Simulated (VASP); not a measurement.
# SnO2 (Cm) in VASP: single point with PBE+D3(BJ)

Aim: the single point of SnO2 with PBE+D3(BJ).

Program: VASP 6.6.1. These are calculated values, not measurements. Logs are shortened: lines on timing, memory, paths and dates and some standing lists are left out, and cuts for length are marked.

**1. The cell of the first run**

The structure is monoclinic, space group Cm (No. 8). Conventional cell: a = 5.607 Å, b = 3.237 Å, c = 4.680 Å, α = 90.00°, β = 113.54°, γ = 90.00°. Within 2.8 Å of Sn (site symmetry m) lie 6 O at 2.09 to 2.17 Å. O (site symmetry m) has 3 Sn at 2.11 to 2.12 Å and 3 O at 2.68 to 2.75 Å within 2.8 Å. Within 2.8 Å of O (site symmetry m) lie 3 Sn at 2.09 to 2.17 Å and 3 O at 2.68 to 2.75 Å.

**2. Single point, PBE+D3(BJ) (atoms displaced along several vibrational modes)**

INCAR

```
SYSTEM = SnO2
PREC = Accurate ; ENCUT = 520
EDIFF = 1E-7 ; ISMEAR = 0
SIGMA = 0.05 ; LREAL = .False.
LASPH = .True. ; NELM = 60
ALGO = Normal ; ISIF = 2
LWAVE = .False. ; LCHARG = .True.
GGA = PE ; IVDW = 12
LELF = .True. ; LVHAR = .True.
NBANDS = 64
```

KPOINTS

```
Automatic mesh
0
Gamma
  6 6 6
  0 0 0
```

POSCAR

```
SnO2
1.0
    3.2373377712      1.8690778337      4.2908446647
   -3.2373377712      1.8690778337      4.2908446647
    0.0000000000     -3.7381556673      4.2908446647
Sn O
4 8
Direct
    0.8659849925      0.8641758906      0.8641758907
    0.3659878865      0.3641952896      0.8641842882
    0.3659878865      0.8641842881      0.3641952897
    0.8659900819      0.3641921293      0.3641921294
    0.1228967749      0.6203256365      0.6203256307
    0.6228549104      0.1203396819      0.6203205398
    0.6228549104      0.6203205456      0.1203396761
    0.5978138423      0.6136990955      0.6136991007
    0.1228848976      0.1203378832      0.1203378774
    0.0977798458      0.1137038908      0.6136941978
    0.0977798458      0.6136941926      0.1137038960
    0.5978009902      0.1136920450      0.1136920501
```

Potentials or basis: VASP PAW PBE potentials, release 64 (Sn_d, O).

Run with:

```console
$ cat potpaw_PBE.64/Sn_d/POTCAR potpaw_PBE.64/O/POTCAR > POTCAR
$ mpirun -np 1 vasp_std > vasp.out
```

OUTCAR:

```text
SYSTEM = SnO2
   PREC = Accurate
   ENCUT = 520
   EDIFF = 1E-7
   ISMEAR = 0
   LREAL = .False.
   LASPH = .True.
   NELM = 60
   ISIF = 2
   GGA = PE
   IVDW = 12
 IVDW          = 12

 ion  position               nearest neighbor table
   1  0.866  0.864  0.864-  10 2.09  11 2.09   7 2.11   6 2.11   5 2.12  12 2.17   2 3.24   3 3.24
                             4 3.24   4 3.24   2 3.24   3 3.24
   2  0.366  0.364  0.864-  12 2.09   8 2.09   5 2.11   9 2.11   6 2.12  11 2.17   3 3.24   1 3.24
                             4 3.24   4 3.24   1 3.24   3 3.24
   3  0.366  0.864  0.364-  12 2.09   8 2.09   5 2.11   9 2.11   7 2.12  10 2.17   2 3.24   1 3.24
                             4 3.24   4 3.24   1 3.24   2 3.24
   4  0.866  0.364  0.364-  11 2.09  10 2.09   6 2.11   7 2.11   9 2.12   8 2.17   3 3.24   2 3.24
                             1 3.24   1 3.24   3 3.24   2 3.24
   5  0.123  0.620  0.620-   3 2.11   2 2.11   1 2.12
   6  0.623  0.120  0.620-   4 2.11   1 2.11   2 2.12
   7  0.623  0.620  0.120-   4 2.11   1 2.11   3 2.12
   8  0.598  0.614  0.614-   2 2.09   3 2.09   4 2.17
   9  0.123  0.120  0.120-   2 2.11   3 2.11   4 2.12
  10  0.098  0.114  0.614-   4 2.09   1 2.09   3 2.17
  11  0.098  0.614  0.114-   4 2.09   1 2.09   2 2.17
  12  0.598  0.114  0.114-   3 2.09   2 2.09   1 2.17

  LATTYP: Found a trigonal (rhomboedric) cell.
 ALAT       =     5.6907957027
 COS(alpha) =     0.3527679204

  Lattice vectors:

 A1 = (   3.2373377712,   1.8690778337,   4.2908446647)
 A2 = (  -3.2373377712,   1.8690778337,   4.2908446647)
 A3 = (   0.0000000000,  -3.7381556673,   4.2908446647)

Analysis of symmetry for initial positions (statically):
=====================================================================
 Subroutine PRICEL returns:
 Original cell was already a primitive cell.

 Routine SETGRP: Setting up the symmetry group for a
 trigonal (rhombohedral) supercell.

 Subroutine GETGRP returns: Found  2 space group operations
 (whereof  2 operations were pure point group operations)
 out of a pool of 12 trial point group operations.

The static configuration has the point symmetry C_1h.

Analysis of symmetry for dynamics (positions and initial velocities):
=====================================================================
 Subroutine PRICEL returns:
 Original cell was already a primitive cell.

 Routine SETGRP: Setting up the symmetry group for a
 trigonal (rhombohedral) supercell.

 Subroutine GETGRP returns: Found  2 space group operations
 (whereof  2 operations were pure point group operations)
 out of a pool of 12 trial point group operations.

The dynamic configuration has the point symmetry C_1h.

 Subroutine INISYM returns: Found  2 space group operations
 (whereof  2 operations are pure point group operations),
 and found     1 'primitive' translations

----------------------------------------------------------------------------------------

                                     Primitive cell

  volume of cell :     155.7792

  direct lattice vectors                    reciprocal lattice vectors
     3.237337771  1.869077834  4.290844665     0.154447894  0.089170533  0.077684782
    -3.237337771  1.869077834  4.290844665    -0.154447894  0.089170533  0.077684782
     0.000000000 -3.738155667  4.290844665     0.000000000 -0.178341066  0.077684782

  length of vectors
     5.690795703  5.690795703  5.690795703     0.194526248  0.194526248  0.194526248

  position of ions in fractional coordinates (direct lattice)
     0.865984993  0.864175891  0.864175891
     0.365987887  0.364195290  0.864184288
     0.365987887  0.864184288  0.364195290
     0.865990082  0.364192129  0.364192129
     0.122896775  0.620325636  0.620325631
     0.622854910  0.120339682  0.620320540
     0.622854910  0.620320546  0.120339676
     0.597813842  0.613699096  0.613699101
     0.122884898  0.120337883  0.120337877
     0.097779846  0.113703891  0.613694198
     0.097779846  0.613694193  0.113703896
     0.597800990  0.113692045  0.113692050

  ion indices of the primitive-cell ions
   primitive index   ion index
                 1           1
                 2           2
                 3           3
                 4           4
                 5           5
                 6           6
                 7           7
                 8           8
                 9           9
                10          10
                11          11
                12          12

----------------------------------------------------------------------------------------

 KPOINTS: Automatic mesh

Automatic generation of k-mesh.
 Grid dimensions read from file:
 generate k-points for:    6    6    6

 Generating k-lattice:

  Cartesian coordinates                     Fractional coordinates (reciprocal lattice)
     0.025741316  0.014861756  0.012947464     0.166666667  0.000000000  0.000000000
    -0.025741316  0.014861756  0.012947464     0.000000000  0.166666667  0.000000000
     0.000000000 -0.029723511  0.012947464     0.000000000  0.000000000  0.166666667

  Length of vectors
     0.032421041  0.032421041  0.032421041

  Shift w.r.t. Gamma in fractional coordinates (k-lattice)
     0.000000000  0.000000000  0.000000000

 Subroutine IBZKPT returns following result:
 ===========================================

 Found     68 irreducible k-points:

 Following reciprocal coordinates:
            Coordinates               Weight
  0.000000  0.000000  0.000000      1.000000
  0.166667 -0.000000  0.000000      2.000000
 -0.000000  0.166667  0.000000      4.000000
  0.333333  0.000000  0.000000      2.000000
  0.000000  0.333333  0.000000      4.000000
  0.500000  0.000000 -0.000000      1.000000
[... 16 lines left out ...]
  0.500000  0.333333  0.000000      4.000000
  0.000000  0.500000  0.333333      4.000000
 [... further k-points ...]
   k-points           NKPTS =     68   k-points in BZ     NKDIM =     68   number of bands    NBANDS=     64
   number of dos      NEDOS =    301   number of ions     NIONS =     12
   total plane-waves  NPLWV =  74088
   dimension x,y,z NGX =    42 NGY =   42 NGZ =   42
   dimension x,y,z NGXF=    84 NGYF=   84 NGZF=   84
   ions per type =               4   8
   NGX,Y,Z   is equivalent  to a cutoff of  12.27, 12.27, 12.27 a.u.
   NGXF,Y,Z  is equivalent  to a cutoff of  24.54, 24.54, 24.54 a.u.
 SYSTEM =  SnO2
   PREC   = accura    normal or accurate (medium, high low for compatibility)
   ISTART =      0    job   : 0-new  1-cont  2-samecut
   ICHARG =      2    charge: 1-file 2-atom 10-const
   ISPIN  =      1    spin polarized calculation?
   LNONCOLLINEAR =      F non collinear calculations
   LSORBIT =      F    spin-orbit coupling
   LASPH  =      T    aspherical Exc in radial PAW
   ENCUT  =  520.0 eV  38.22 Ry    6.18 a.u.  10.58 10.58 10.58*2*pi/ulx,y,z
   NELM   =     60;   NELMIN=  2; NELMDL= -5     # of ELM steps
   EDIFF  = 0.1E-06   stopping-criterion for ELM
   LREAL  =      F    real-space projection
   EDIFFG = 0.1E-05   stopping-criterion for IOM
   NSW    =      0    number of steps for IOM
   IBRION =     -1    ionic relax: 0-MD 1-quasi-New 2-CG
   NFREE  =      0    steps in history (QN), initial steepest desc. (CG)
   ISIF   =      2    stress and relaxation
   ISYM   =      2    0-nonsym 1-usesym 2-fastsym
   POTIM  = 0.5000    time-step for ionic-motion
   TEBEG  =    0.0;   TEEND  =   0.0 temperature during run
   PSTRESS=    0.0 pullay stress
   NELECT =     104.0000    total number of electrons
   NUPDOWN=      -1.0000    fix difference up-down
   EMIN   =  10.00;   EMAX   =-10.00  energy-range for DOS
   EFERMI =   0.00;   METHOD = LEGACY
   ISMEAR =     0;   SIGMA  =   0.05  broadening in eV -4-tet -1-fermi 0-gaus
   EFERMI_NEDOS =   21; number of points for ismear=-14 and -15
   IALGO  =     38    algorithm
   IMIX   =      4    mixing-type and parameters
     AMIX     =   0.40;   BMIX     =  1.00
     AMIX_MAG =   1.60;   BMIX_MAG =  1.00
  volume/ion in A,a.u.               =      12.98        87.60
  Fermi-wavevector in a.u.,A,eV,Ry     =   1.430813  2.703844 27.854188  2.047225
  Thomas-Fermi vector in A             =   2.550617
   LORBIT       =      0    0 simple, 1 ext, 2 COOP (PROOUT), +10 PAW based schemes
   GGA     = PE    functional components
   LHFCALC =     F    Hartree Fock is set to
   AEXX    =    0.0000 exact exchange contribution
   IVDW    =    12    specifies the selected vdW correction
   LEPSILON=     F    determine dielectric tensor
   LRPA    =     F    only Hartree local field effects (RPA)
 non-spin polarized calculation
 Gauss-broadening in eV      SIGMA  =   0.05
  energy-cutoff  :      520.00
  volume of cell :      155.78
 maximum number of plane-waves:      4212
   NGX = 21   NGY = 21   NGZ = 21

 number of electron     104.0000034 magnetization

 Free energy of the ion-electron system (eV)
  ---------------------------------------------------
  ext. energy  EPLUGINS =         0.00000000
  ---------------------------------------------------
  free energy    TOTEN  =       -72.57921102 eV

  energy without entropy =      -72.57921102  energy(sigma->0) =      -72.57921102

 E-fermi :   5.1447     XC(G=0): -10.7313

 val. band max:        4.8748170370   @ k =   0.0000   0.0000   0.0000
 cond. band min:       6.4229034430   @ k =   0.0000   0.0000   0.0000
 fundamental gap:      1.5480864059
 Fermi energy:         5.1446898476

 k-point     1 :       0.0000    0.0000    0.0000
  band No.  band energies     occupation
      1     -15.9464      2.00000
      2     -15.9463      2.00000
      3     -15.9446      2.00000
      4     -15.3935      2.00000
      5     -15.1487      2.00000
      6     -15.1484      2.00000
[... 1597 lines left out ...]
     63      14.1014      0.00000
     64      14.8220      0.00000

 [... further k-points ...]

------------------------ aborting loop because EDIFF is reached ----------------------------------------

 Edisp (eV)   -2.41265

 E8    (eV) :    -0.9592

  FORCE on cell =-STRESS in cart. coord.  units (eV):
  Direction    XX          YY          ZZ          XY          YZ          ZX
  --------------------------------------------------------------------------------------
  -------------------------------------------------------------------------------------
  Total       0.95961     1.28074     0.52624    -0.27811     1.40633     2.43583
  in kB       9.86947    13.17227     5.41229    -2.86031    14.46396    25.05232
  external pressure =        9.48 kB  Pullay stress =        0.00 kB

 VOLUME and BASIS-vectors are now :
 -----------------------------------------------------------------------------
  energy-cutoff  :      520.00
  volume of cell :      155.78
      direct lattice vectors                 reciprocal lattice vectors
     3.237337771  1.869077834  4.290844665     0.154447894  0.089170533  0.077684782
    -3.237337771  1.869077834  4.290844665    -0.154447894  0.089170533  0.077684782
     0.000000000 -3.738155667  4.290844665     0.000000000 -0.178341066  0.077684782

 POSITION                                       TOTAL-FORCE (eV/Angst)
 -----------------------------------------------------------------------------------
      0.00586      0.00338     11.13190        -0.349365     -0.201706     -0.050836
      0.00580     -1.86569      6.84118        -0.345754     -0.201578     -0.049921
     -1.61283      0.93787      6.84118        -0.347449     -0.198643     -0.049921
      1.62449      0.93790      6.84121        -0.348068     -0.200957     -0.052118
     -1.61035     -0.92973      5.85077        -0.167983     -0.096985     -0.067256
      1.62681     -0.92977      5.85063        -0.166472     -0.096626     -0.065912
      0.00820      1.87374      5.85063        -0.166917     -0.095856     -0.065912
     -0.05143     -0.02969      7.83170         0.514180      0.296862      0.117005
      0.00825      0.00476      1.55998        -0.167355     -0.096622     -0.067335
     -0.05155     -1.89880      3.54071         0.515715      0.296295      0.117616
     -1.67019      0.90476      3.54071         0.514456      0.298474      0.117616
      1.56722      0.90484      3.54074         0.515013      0.297343      0.116973
 -----------------------------------------------------------------------------------
    total drift:                                0.000585      0.000326      0.000342

  FREE ENERGIE OF THE ION-ELECTRON SYSTEM (eV)
  ---------------------------------------------------
  free  energy   TOTEN  =       -74.9918633536 eV

  energy  without entropy=      -74.9918633536  energy(sigma->0) =      -74.99186335
```

Wall time 8.4 min (1 thread of Intel Xeon 6975P-C (Granite Rapids), shared host); peak memory 0.57 GiB.

What came out:

```yaml
Free_energy: -74.9919 eV
Pressure: 0.9 GPa
Largest_force: 0.606 eV/Å
Band_gap_on_the_k_mesh: 1.55 eV
Dispersion_energy_per_atom: -0.201 eV
```

Forces on the atoms (eV/Å):
```
Sn  -0.349 -0.202 -0.051
Sn  -0.346 -0.202 -0.050
Sn  -0.347 -0.199 -0.050
Sn  -0.348 -0.201 -0.052
O   -0.168 -0.097 -0.067
O   -0.166 -0.097 -0.066
O   -0.167 -0.096 -0.066
O    0.514  0.297  0.117
O   -0.167 -0.097 -0.067
O    0.516  0.296  0.118
O    0.514  0.298  0.118
O    0.515  0.297  0.117
```

Levels at points of the mesh, in eV from the valence-band top:
| k point | band 49 | band 50 | band 51 | band 52 | band 53 | band 54 | band 55 | band 56 |
| --- | --- | --- | --- | --- | --- | --- | --- | --- |
| (0.00, 0.00, 0.00) | -0.06 | -0.06 | -0.03 | 0.00 | 1.55 | 4.66 | 4.85 | 4.85 |
| (0.50, 0.00, 0.00) | -0.45 | -0.45 | -0.06 | -0.06 | 4.00 | 4.00 | 5.58 | 5.58 |
| (0.00, 0.50, 0.00) | -0.37 | -0.37 | -0.08 | -0.08 | 4.09 | 4.09 | 5.53 | 5.53 |
| (0.50, 0.50, 0.00) | -0.59 | -0.59 | -0.18 | -0.18 | 4.50 | 4.50 | 5.52 | 5.52 |
| (0.00, 0.50, 0.50) | -0.57 | -0.57 | -0.14 | -0.14 | 4.41 | 4.41 | 5.61 | 5.61 |
| (0.50, 0.50, 0.50) | -1.05 | -0.98 | -0.89 | -0.89 | 3.47 | 5.15 | 5.36 | 5.37 |

Caveat: the cell differs from its parent crystal (atoms displaced along several vibrational modes); spin-orbit coupling is left out, which moves the levels of the heavy elements.
